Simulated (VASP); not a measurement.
# K (I4/mmm) in VASP: further runs

Runs on K. Level: PBE+D3(BJ). Tasks: single point.

Program: VASP 6.6.1. These are calculated values, not measurements. Logs are shortened: lines on timing, memory, paths and dates and some standing lists are left out, and cuts for length are marked.

## 1. The cell of the first run

Symmetry: I4/mmm, No. 139, tetragonal system. Conventional cell: a = 4.941 Å, b = 4.941 Å, c = 6.784 Å, α = 90.00°, β = 90.00°, γ = 90.00°.

## 2. Single point, PBE+D3(BJ) (strain +0.030 along x and y, +0.000 along z)

Contents of INCAR:

```
PREC = Accurate
ENCUT = 520
EDIFF = 1E-6
ISMEAR = 0
SIGMA = 0.15
LREAL = F
LASPH = T
NELM = 100
ALGO = Fast
ISIF = 2
LWAVE = F
LCHARG = F
GGA = PE
IVDW = 12
NBANDS = 10
```

Contents of KPOINTS:

```
Automatic mesh
0
Gamma
  12 12 12
```

Contents of POSCAR:

```
K
1.0
    0.0000000000      3.4936290025      3.3918728180
    3.4936290025      0.0000000000      3.3918728180
    3.4936290025      3.4936290025      0.0000000000
K
1
Direct
    0.0000000000      0.0000000000      0.0000000000
```

Potentials or basis: VASP PAW PBE potentials, release 64 (K_sv).

Launch:

```sh
$ cat potpaw_PBE.64/K_sv/POTCAR > POTCAR
$ mpirun -np 1 vasp_std > vasp.out
```

OUTCAR:

```text
PREC = Accurate
   ENCUT = 520
   EDIFF = 1E-6
   ISMEAR = 0
   LREAL = F
   LASPH = T
   NELM = 100
   ISIF = 2
   GGA = PE
   IVDW = 12
 IVDW          = 12

 ion  position               nearest neighbor table
   1  0.000  0.000  0.000-

  LATTYP: Found a body centered tetragonal cell.
 ALAT       =     4.9407375172
 C/A-ratio  =     1.3730228761

  Lattice vectors:

 A1 = (   0.0000000000,  -3.4936290025,  -3.3918728180)
 A2 = (   0.0000000000,   3.4936290025,  -3.3918728180)
 A3 = (   3.4936290025,   0.0000000000,   3.3918728180)

Analysis of symmetry for initial positions (statically):
=====================================================================
 Subroutine PRICEL returns:
 Original cell was already a primitive cell.

 Routine SETGRP: Setting up the symmetry group for a
 body centered tetragonal supercell.

 Subroutine GETGRP returns: Found 16 space group operations
 (whereof 16 operations were pure point group operations)
 out of a pool of 16 trial point group operations.

The static configuration has the point symmetry D_4h.

Analysis of symmetry for dynamics (positions and initial velocities):
=====================================================================
 Subroutine PRICEL returns:
 Original cell was already a primitive cell.

 Routine SETGRP: Setting up the symmetry group for a
 body centered tetragonal supercell.

 Subroutine GETGRP returns: Found 16 space group operations
 (whereof 16 operations were pure point group operations)
 out of a pool of 16 trial point group operations.

The dynamic configuration has the point symmetry D_4h.

 Subroutine INISYM returns: Found 16 space group operations
 (whereof 16 operations are pure point group operations),
 and found     1 'primitive' translations

----------------------------------------------------------------------------------------

                                     Primitive cell

  volume of cell :      82.7986

  direct lattice vectors                    reciprocal lattice vectors
     0.000000000  3.493629003  3.391872818    -0.143117658  0.143117658  0.147411188
     3.493629003  0.000000000  3.391872818     0.143117658 -0.143117658  0.147411188
     3.493629003  3.493629003  0.000000000     0.143117658  0.143117658 -0.147411188

  length of vectors
     4.869316669  4.869316669  4.940737517     0.250390467  0.250390467  0.250390467

  position of ions in fractional coordinates (direct lattice)
     0.000000000  0.000000000  0.000000000

  ion indices of the primitive-cell ions
   primitive index   ion index
                 1           1

----------------------------------------------------------------------------------------

 KPOINTS: Automatic mesh

Automatic generation of k-mesh.
 Grid dimensions read from file:
 generate k-points for:   12   12   12

 Generating k-lattice:

  Cartesian coordinates                     Fractional coordinates (reciprocal lattice)
    -0.011926471  0.011926471  0.012284266     0.083333333  0.000000000  0.000000000
     0.011926471 -0.011926471  0.012284266     0.000000000  0.083333333  0.000000000
     0.011926471  0.011926471 -0.012284266     0.000000000  0.000000000  0.083333333

  Length of vectors
     0.020865872  0.020865872  0.020865872

  Shift w.r.t. Gamma in fractional coordinates (k-lattice)
     0.000000000  0.000000000  0.000000000

 Subroutine IBZKPT returns following result:
 ===========================================

 Found    163 irreducible k-points:

 Following reciprocal coordinates:
            Coordinates               Weight
  0.000000  0.000000  0.000000      1.000000
  0.083333  0.000000  0.000000      8.000000
  0.166667  0.000000  0.000000      8.000000
  0.250000  0.000000  0.000000      8.000000
  0.333333 -0.000000  0.000000      8.000000
  0.416667  0.000000  0.000000      8.000000
[... 16 lines left out ...]
  0.500000  0.166667  0.000000      8.000000
 -0.416667  0.166667  0.000000      8.000000
 [... further k-points ...]
   k-points           NKPTS =    163   k-points in BZ     NKDIM =    163   number of bands    NBANDS=     10
   number of dos      NEDOS =    301   number of ions     NIONS =      1
   total plane-waves  NPLWV =  51840
   dimension x,y,z NGX =    36 NGY =   36 NGZ =   40
   dimension x,y,z NGXF=    72 NGYF=   72 NGZF=   80
   ions per type =               1
   NGX,Y,Z   is equivalent  to a cutoff of  12.29, 12.29, 13.46 a.u.
   NGXF,Y,Z  is equivalent  to a cutoff of  24.58, 24.58, 26.92 a.u.
 SYSTEM =  unknown system
   PREC   = accura    normal or accurate (medium, high low for compatibility)
   ISTART =      0    job   : 0-new  1-cont  2-samecut
   ICHARG =      2    charge: 1-file 2-atom 10-const
   ISPIN  =      1    spin polarized calculation?
   LNONCOLLINEAR =      F non collinear calculations
   LSORBIT =      F    spin-orbit coupling
   LASPH  =      T    aspherical Exc in radial PAW
   ENCUT  =  520.0 eV  38.22 Ry    6.18 a.u.   9.05  9.05  9.19*2*pi/ulx,y,z
   NELM   =    100;   NELMIN=  2; NELMDL= -5     # of ELM steps
   EDIFF  = 0.1E-05   stopping-criterion for ELM
   LREAL  =      F    real-space projection
   EDIFFG = 0.1E-04   stopping-criterion for IOM
   NSW    =      0    number of steps for IOM
   IBRION =     -1    ionic relax: 0-MD 1-quasi-New 2-CG
   NFREE  =      0    steps in history (QN), initial steepest desc. (CG)
   ISIF   =      2    stress and relaxation
   ISYM   =      2    0-nonsym 1-usesym 2-fastsym
   POTIM  = 0.5000    time-step for ionic-motion
   TEBEG  =    0.0;   TEEND  =   0.0 temperature during run
   PSTRESS=    0.0 pullay stress
   NELECT =       9.0000    total number of electrons
   NUPDOWN=      -1.0000    fix difference up-down
   EMIN   =  10.00;   EMAX   =-10.00  energy-range for DOS
   EFERMI =   0.00;   METHOD = LEGACY
   ISMEAR =     0;   SIGMA  =   0.15  broadening in eV -4-tet -1-fermi 0-gaus
   EFERMI_NEDOS =   21; number of points for ismear=-14 and -15
   IALGO  =     68    algorithm
   IMIX   =      4    mixing-type and parameters
     AMIX     =   0.40;   BMIX     =  1.00
     AMIX_MAG =   1.60;   BMIX_MAG =  1.00
  volume/ion in A,a.u.               =      82.80       558.75
  Fermi-wavevector in a.u.,A,eV,Ry     =   0.781294  1.476432  8.305278  0.610421
  Thomas-Fermi vector in A             =   1.884782
   LORBIT       =      0    0 simple, 1 ext, 2 COOP (PROOUT), +10 PAW based schemes
   GGA     = PE    functional components
   LHFCALC =     F    Hartree Fock is set to
   AEXX    =    0.0000 exact exchange contribution
   IVDW    =    12    specifies the selected vdW correction
   LEPSILON=     F    determine dielectric tensor
   LRPA    =     F    only Hartree local field effects (RPA)
 non-spin polarized calculation
 RMM-DIIS sequential band-by-band and
 Gauss-broadening in eV      SIGMA  =   0.15
  energy-cutoff  :      520.00
  volume of cell :       82.80
 maximum number of plane-waves:      2264
   NGX = 19   NGY = 19   NGZ = 19

 number of electron       9.0000000 magnetization

 Free energy of the ion-electron system (eV)
  ---------------------------------------------------
  ext. energy  EPLUGINS =         0.00000000
  ---------------------------------------------------
  free energy    TOTEN  =        -1.04286616 eV

  energy without entropy =       -1.03418071  energy(sigma->0) =       -1.03852343

 E-fermi :  -0.3648     XC(G=0):  -5.3738

 val. band max:       -0.3749885109   @ k =  -0.4167   0.0833   0.0000
 cond. band min:      -0.3504719748   @ k =  -0.4167   0.0000   0.0833
 fundamental gap:      0.0245165361
 Fermi energy:        -0.3647787876

 k-point     1 :       0.0000    0.0000    0.0000
  band No.  band energies     occupation
      1     -32.5694      2.00000
      2     -16.0260      2.00000
      3     -16.0259      2.00000
      4     -16.0259      2.00000
      5      -2.3569      2.00000
      6       3.7003      0.00000
      7       3.7003      0.00000
      8       3.7914      0.00000
      9       4.8042      0.00000
     10       4.9730      0.00000

 k-point     2 :       0.0833    0.0000    0.0000
  band No.  band energies     occupation
      1     -32.5692      2.00000
      2     -16.0288      2.00000
      3     -16.0264      2.00000
      4     -16.0263      2.00000
      5      -2.2826      2.00000
      6       3.4989      0.00000
      7       3.7251      0.00000
      8       3.7950      0.00000
      9       4.7381      0.00000
     10       4.8959      0.00000

 k-point     3 :       0.1667    0.0000    0.0000
  band No.  band energies     occupation
      1     -32.5689      2.00000
      2     -16.0368      2.00000
      3     -16.0277      2.00000
      4     -16.0272      2.00000
      5      -2.0625      2.00000
      6       2.9643      0.00000
      7       3.7595      0.00000
      8       3.8478      0.00000
      9       4.6460      0.00000
     10       4.7691      0.00000

 k-point     4 :       0.2500    0.0000    0.0000
  band No.  band energies     occupation
      1     -32.5684      2.00000
      2     -16.0475      2.00000
      3     -16.0295      2.00000
      4     -16.0285      2.00000
      5      -1.7042      2.00000
      6       2.2865      0.00000
      7       3.7105      0.00000
      8       3.8360      0.00000
      9       4.7236      0.00000
     10       4.7932      0.00000
[... 222 lines left out ...]
 k-point    22 :       0.4167    0.1667    0.0000
  band No.  band energies     occupation
      1     -32.5674      2.00000
      2     -16.0606      2.00000
      3     -16.0356      2.00000
      4     -16.0355      2.00000
      5      -0.7614      1.99982
      6       1.4092      0.00000
      7       3.0196      0.00000
      8       3.6016      0.00000
      9       4.4155      0.00000
     10       5.5349      0.00000

 k-point    23 :       0.5000    0.1667    0.0000
  band No.  band energies     occupation
      1     -32.5671      2.00000
      2     -16.0650      2.00000
      3     -16.0377      2.00000
      4     -16.0356      2.00000
      5      -0.1468      0.03986
      6       0.6966      0.00000
      7       2.8901      0.00000
      8       3.5621      0.00000
      9       4.5130      0.00000
     10       5.5505      0.00000

 k-point    24 :      -0.4167    0.1667    0.0000
  band No.  band energies     occupation
      1     -32.5671      2.00000
      2     -16.0648      2.00000
      3     -16.0391      2.00000
      4     -16.0347      2.00000
      5       0.0006      0.00057
      6       0.5437      0.00000
      7       2.8058      0.00000
      8       3.5790      0.00000
      9       4.6647      0.00000
     10       5.3676      0.00000

 [... further k-points ...]

------------------------ aborting loop because EDIFF is reached ----------------------------------------

 Edisp (eV)   -0.10002

 E8    (eV) :    -0.0540

  FORCE on cell =-STRESS in cart. coord.  units (eV):
  Direction    XX          YY          ZZ          XY          YZ          ZX
  --------------------------------------------------------------------------------------
  -------------------------------------------------------------------------------------
  Total      -0.28375    -0.28375    -0.27431     0.00000     0.00000    -0.00000
  in kB      -5.49073    -5.49073    -5.30800     0.00000     0.00000    -0.00000
  external pressure =       -5.43 kB  Pullay stress =        0.00 kB

 VOLUME and BASIS-vectors are now :
 -----------------------------------------------------------------------------
  energy-cutoff  :      520.00
  volume of cell :       82.80
      direct lattice vectors                 reciprocal lattice vectors
     0.000000000  3.493629003  3.391872818    -0.143117658  0.143117658  0.147411188
     3.493629003  0.000000000  3.391872818     0.143117658 -0.143117658  0.147411188
     3.493629003  3.493629003  0.000000000     0.143117658  0.143117658 -0.147411188

 POSITION                                       TOTAL-FORCE (eV/Angst)
 -----------------------------------------------------------------------------------
      0.00000      0.00000      0.00000         0.000000      0.000000      0.000000
 -----------------------------------------------------------------------------------
    total drift:                               -0.000000     -0.000000     -0.000000

  FREE ENERGIE OF THE ION-ELECTRON SYSTEM (eV)
  ---------------------------------------------------
  free  energy   TOTEN  =        -1.1428834673 eV

  energy  without entropy=       -1.1341980144  energy(sigma->0) =       -1.13854074
```

Run time: 79 s. Hardware: 1 thread of AMD EPYC 9R45 (Zen 5), shared host; peak memory 0.27 GiB.

What came out:

| Quantity | Value |
| --- | --- |
| Free energy | -1.1429 eV |
| Pressure | -0.5 GPa |
| Band gap on the k mesh | zero (an odd number of electrons rules out a gap without spin polarisation) |
| Dispersion energy per atom | -0.100 eV |

Caveat: the cell differs from its parent crystal (strain +0.030 along x and y, +0.000 along z).

[end of part 1 of 2]
